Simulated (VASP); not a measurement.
# Ag (Im-3m) in VASP: single point with PBE

Aim: the single point of Ag with PBE.

All numbers are computed with VASP 6.6.1; they aren't measurements. Logs are shortened: lines on timing, memory, paths and dates and some standing lists are left out, and cuts for length are marked.

## (1) The cell of the first run

The structure is cubic, space group Im-3m (No. 229). Conventional cell: a = 3.046 Å, b = 3.046 Å, c = 3.046 Å, α = 90.00°, β = 90.00°, γ = 90.00°. Ag (site symmetry m-3m) has 14 Ag at 2.64 to 3.05 Å within 3.5 Å.

## (2) Single point, PBE (strain -0.080 along x and y, -0.080 along z)

Input file INCAR:

```
PREC = Accurate
ENCUT = 520
EDIFF = 1E-7
ISMEAR = 0
SIGMA = 0.15
LREAL = False
LASPH = True
NELM = 100
ALGO = Normal
ISIF = 2
LWAVE = False
LCHARG = True
GGA = PE
LELF = True
LVHAR = True
NBANDS = 12
```

Input file KPOINTS:

```
Automatic mesh
0
Gamma
  20 20 20
```

Input file POSCAR:

```
Ag
1.0
   -1.5232016800      1.5232016800      1.5232016800
    1.5232016800     -1.5232016800      1.5232016800
    1.5232016800      1.5232016800     -1.5232016800
Ag
1
Direct
    0.0000000000      0.0000000000      0.0000000000
```

Potentials or basis: VASP PAW PBE potentials, release 64 (Ag).

Launch:

```bash
cat potpaw_PBE.64/Ag/POTCAR > POTCAR
mpirun -np 1 vasp_std > vasp.out
```

OUTCAR:

```text
PREC = Accurate
   ENCUT = 520
   EDIFF = 1E-7
   ISMEAR = 0
   LREAL = False
   LASPH = True
   NELM = 100
   ISIF = 2
   GGA = PE

 ion  position               nearest neighbor table
   1  0.000  0.000  0.000-

  LATTYP: Found a body centered cubic cell.
 ALAT       =     3.0464033600

  Lattice vectors:

 A1 = (  -1.5232016800,   1.5232016800,   1.5232016800)
 A2 = (   1.5232016800,  -1.5232016800,   1.5232016800)
 A3 = (   1.5232016800,   1.5232016800,  -1.5232016800)

Analysis of symmetry for initial positions (statically):
=====================================================================
 Subroutine PRICEL returns:
 Original cell was already a primitive cell.

 Routine SETGRP: Setting up the symmetry group for a
 body centered cubic supercell.

 Subroutine GETGRP returns: Found 48 space group operations
 (whereof 48 operations were pure point group operations)
 out of a pool of 48 trial point group operations.

The static configuration has the point symmetry O_h .

Analysis of symmetry for dynamics (positions and initial velocities):
=====================================================================
 Subroutine PRICEL returns:
 Original cell was already a primitive cell.

 Routine SETGRP: Setting up the symmetry group for a
 body centered cubic supercell.

 Subroutine GETGRP returns: Found 48 space group operations
 (whereof 48 operations were pure point group operations)
 out of a pool of 48 trial point group operations.

The dynamic configuration has the point symmetry O_h .

 Subroutine INISYM returns: Found 48 space group operations
 (whereof 48 operations are pure point group operations),
 and found     1 'primitive' translations

----------------------------------------------------------------------------------------

                                     Primitive cell

  volume of cell :      14.1362

  direct lattice vectors                    reciprocal lattice vectors
    -1.523201680  1.523201680  1.523201680     0.000000000  0.328255940  0.328255940
     1.523201680 -1.523201680  1.523201680     0.328255940  0.000000000  0.328255940
     1.523201680  1.523201680 -1.523201680     0.328255940  0.328255940  0.000000000

  length of vectors
     2.638262700  2.638262700  2.638262700     0.464224003  0.464224003  0.464224003

[... 81 lines left out ...]
   NSW    =      0    number of steps for IOM
   IBRION =     -1    ionic relax: 0-MD 1-quasi-New 2-CG
   NFREE  =      0    steps in history (QN), initial steepest desc. (CG)
   ISIF   =      2    stress and relaxation
   ISYM   =      2    0-nonsym 1-usesym 2-fastsym
   POTIM  = 0.5000    time-step for ionic-motion
   TEBEG  =    0.0;   TEEND  =   0.0 temperature during run
   PSTRESS=    0.0 pullay stress
   NELECT =      11.0000    total number of electrons
   NUPDOWN=      -1.0000    fix difference up-down
   EMIN   =  10.00;   EMAX   =-10.00  energy-range for DOS
   EFERMI =   0.00;   METHOD = LEGACY
   ISMEAR =     0;   SIGMA  =   0.15  broadening in eV -4-tet -1-fermi 0-gaus
   EFERMI_NEDOS =   21; number of points for ismear=-14 and -15
   IALGO  =     38    algorithm
   IMIX   =      4    mixing-type and parameters
     AMIX     =   0.40;   BMIX     =  1.00
     AMIX_MAG =   1.60;   BMIX_MAG =  1.00
  volume/ion in A,a.u.               =      14.14        95.40
  Fermi-wavevector in a.u.,A,eV,Ry     =   1.505780  2.845512 30.849506  2.267375
  Thomas-Fermi vector in A             =   2.616584
   LORBIT       =      0    0 simple, 1 ext, 2 COOP (PROOUT), +10 PAW based schemes
   GGA     = PE    functional components
   LHFCALC =     F    Hartree Fock is set to
   AEXX    =    0.0000 exact exchange contribution
   IVDW    =     0    specifies the selected vdW correction
   LEPSILON=     F    determine dielectric tensor
   LRPA    =     F    only Hartree local field effects (RPA)
 non-spin polarized calculation
 Gauss-broadening in eV      SIGMA  =   0.15
  energy-cutoff  :      520.00
  volume of cell :       14.14
 maximum number of plane-waves:       394
   NGX =  9   NGY =  9   NGZ =  9

 number of electron      10.9999997 magnetization

 Free energy of the ion-electron system (eV)
  ---------------------------------------------------
  ext. energy  EPLUGINS =         0.00000000
  ---------------------------------------------------
  free energy    TOTEN  =        -2.29946277 eV

  energy without entropy =       -2.29464972  energy(sigma->0) =       -2.29705624

 E-fermi :  11.4359     XC(G=0): -13.3684

 val. band max:       11.4173877207   @ k =  -0.3000   0.4500   0.1000
 cond. band min:      11.4607139863   @ k =   0.2000   0.1500   0.1500
 fundamental gap:      0.0433262656
 Fermi energy:        11.4358887453

 k-point     1 :       0.0000    0.0000    0.0000
  band No.  band energies     occupation
      1       2.0816      2.00000
      2       5.5834      2.00000
      3       5.5834      2.00000
      4       5.5834      2.00000
      5       7.3920      2.00000
      6       7.3920      2.00000
      7      29.8646      0.00000
      8      29.8646      0.00000
      9      29.8646      0.00000
     10      38.1266      0.00000
     11      38.1266      0.00000
     12      39.5899      0.00000
[... 331 lines left out ...]
 k-point    24 :       0.2500    0.1000    0.0000
  band No.  band energies     occupation
      1       4.0628      2.00000
      2       4.9053      2.00000
      3       6.1608      2.00000
      4       7.0650      2.00000
      5       7.5707      2.00000
      6       8.3196      2.00000
      7      23.0412      0.00000
      8      26.3219      0.00000
      9      29.3424      0.00000
     10      32.5770      0.00000
     11      36.7463      0.00000
     12      36.9430      0.00000

 [... further k-points ...]

------------------------ aborting loop because EDIFF is reached ----------------------------------------

  FORCE on cell =-STRESS in cart. coord.  units (eV):
  Direction    XX          YY          ZZ          XY          YZ          ZX
  --------------------------------------------------------------------------------------
  -------------------------------------------------------------------------------------
  Total        3.6838004      3.6838004      3.6838004     -0.0000000      0.0000000      0.0000000
  in kB      417.5172828    417.5172828    417.5172828     -0.0000000      0.0000000      0.0000000
  external PRESSURE =     417.5172828 kB  Pullay stress =       0.0000000 kB

 VOLUME and BASIS-vectors are now :
 -----------------------------------------------------------------------------
  energy-cutoff  :      520.00
  volume of cell :       14.14
      direct lattice vectors                 reciprocal lattice vectors
    -1.523201680  1.523201680  1.523201680     0.000000000  0.328255940  0.328255940
     1.523201680 -1.523201680  1.523201680     0.328255940  0.000000000  0.328255940
     1.523201680  1.523201680 -1.523201680     0.328255940  0.328255940  0.000000000

 POSITION                                       TOTAL-FORCE (eV/Angst)
 -----------------------------------------------------------------------------------
      0.00000      0.00000      0.00000        -0.000000      0.000000     -0.000000
 -----------------------------------------------------------------------------------
    total drift:                                0.000000     -0.000000      0.000000

  FREE ENERGIE OF THE ION-ELECTRON SYSTEM (eV)
  ---------------------------------------------------
  free  energy   TOTEN  =        -2.2994627678 eV

  energy  without entropy=       -2.2946497208  energy(sigma->0) =       -2.29705624
```

OSZICAR:

```text
N       E                     dE             d eps       ncg     rms          rms(c)
DAV:   1     0.541713892137E+02    0.54171E+02   -0.56217E+03  6168   0.854E+02
DAV:   2    -0.174842345606E+01   -0.55920E+02   -0.53142E+02  7268   0.206E+02
DAV:   3    -0.259936095897E+01   -0.85094E+00   -0.85038E+00  7128   0.259E+01
DAV:   4    -0.260177486771E+01   -0.24139E-02   -0.24138E-02  7100   0.145E+00
DAV:   5    -0.260179042683E+01   -0.15559E-04   -0.15559E-04  7068   0.101E-01    0.889E+00
DAV:   6    -0.232572380613E+01    0.27607E+00   -0.84863E-01  7440   0.865E+00    0.533E+00
DAV:   7    -0.230440039673E+01    0.21323E-01   -0.31679E-02  7348   0.166E+00    0.258E+00
DAV:   8    -0.229945354490E+01    0.49469E-02   -0.11567E-03  7064   0.307E-01    0.153E-01
DAV:   9    -0.229945824057E+01   -0.46957E-05   -0.69838E-06  6696   0.242E-02    0.245E-02
DAV:  10    -0.229946327629E+01   -0.50357E-05   -0.30781E-06  7240   0.144E-02    0.686E-03
DAV:  11    -0.229946281559E+01    0.46070E-06   -0.65207E-08  6088   0.206E-03    0.706E-04
DAV:  12    -0.229946276784E+01    0.47744E-07   -0.33826E-09  3692   0.566E-04
   1 F= -.22994628E+01 E0= -.22970562E+01  d E =-.481305E-02
```

It took 15 s on 1 thread of Intel Xeon 6975P-C (Granite Rapids), shared host; peak memory 0.15 GiB.

What came out:

```yaml
Free_energy: -2.2995 eV
Pressure: 41.8 GPa
```

Caveat: the cell differs from its parent crystal (strain -0.080 along x and y, -0.080 along z).
